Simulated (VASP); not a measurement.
Write the native input for VASP 6.6.1 that does the following.

| Property | Result |
| --- | --- |
| Task | single point |
| Functional | PBE |
| Potentials or basis | VASP PAW PBE potentials, release 64 (Ba_sv, Ti_sv, O) |
| Cutoff | 520 eV |
| k mesh | 8 × 8 × 8 |
| Occupations | gaussian, width 0.02 eV |
| Spin | no spin polarisation |
| Dipole correction | no |
| Further INCAR settings | ALGO = Normal; EDIFF = 1e-06; NBANDS = 28 |

The structure of BaTiO3 lies in POSCAR:

```
BaTiO3
1.0
    3.9998000000      0.0000000000      0.0000000000
    0.0000000000      3.9998000000      0.0000000000
    0.0000000000      0.0000000000      4.0180000000
Ba Ti O
1 1 3
Direct
    0.0000000000      0.0000000000      0.0000364188
    0.5000000000      0.5000000000      0.4856889320
    0.5000000000      0.5000000000      0.0252947879
    0.5000000000      0.0000000000      0.5159899306
    0.0000000000      0.5000000000      0.5159899306
```

These files were run (other wordings do the same):

INCAR

```
SYSTEM = BaTiO3
ALGO     = Normal         ! electronic algorithm
EDIFF    = 1E-6           ! SCF threshold, eV
ENCUT    = 520            ! plane-wave cutoff, eV
GGA      = PE             ! functional
ISIF     = 2              ! what is computed and relaxed
ISMEAR   = 0              ! smearing method
LASPH    = .True.         ! aspherical terms in the spheres
LCHARG   = .True.         ! write CHGCAR
LELF     = .True.         ! ELF
LREAL    = .False.        ! projectors in reciprocal space
LVHAR    = .True.       
LWAVE    = .False.        ! write WAVECAR
NBANDS   = 28             ! bands
NELM     = 100            ! most SCF steps
PREC     = Accurate       ! precision mode
SIGMA    = 0.02           ! smearing width, eV
```

KPOINTS

```
k-points
0
Gamma
  8 8 8
  0 0 0
```

Potentials or basis: VASP PAW PBE potentials, release 64 (Ba_sv, Ti_sv, O).

Run with:

```bash
$ cat potpaw_PBE.64/Ba_sv/POTCAR potpaw_PBE.64/Ti_sv/POTCAR potpaw_PBE.64/O/POTCAR > POTCAR
$ mpirun -np 1 vasp_std > vasp.out
```

It gave:

```yaml
Pressure: 5.0 GPa
Largest_force: 0.058 eV/Å
Band_gap_on_the_k_mesh: 1.79 eV (least direct gap 2.14 eV)
```

Caveat: the cell stands under pressure; spin-orbit coupling is left out, which moves the levels of the heavy elements.

Run time: 2.5 min on 1 thread of Intel(R) Xeon(R) Platinum 8488C (Sapphire Rapids), with other jobs on the host, peak memory 0.26 GiB.
